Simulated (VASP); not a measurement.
Al:

```xyz
1
Lattice="-1.5697 1.5697 1.5697 1.5697 -1.5697 1.5697 1.5697 1.5697 -1.5697" Properties=species:S:1:pos:R:3 pbc="T T T"
Al    0.0000    0.0000    0.0000
```

This cell differs from its parent crystal: volume scaled by 0.96.

Base run:

```yaml
Program: VASP 6.6.1
Functional: PBEsol
Potentials_or_basis: VASP PAW PBE potentials, release 64 (Al)
Cutoff: 520 eV
k_mesh: 12 × 12 × 12
Occupations: fermi-dirac, width 0.05 eV
Spin: no spin polarisation
```

Its results: pressure 5.9 GPa.

Question: The run is repeated on the same cell with these changes: functional from PBEsol to r2SCAN. What comes out?

Answer: Pressure 3.8 GPa.

Caveats: the PAW data sets were made with another functional, which shifts forces and pressure a little.
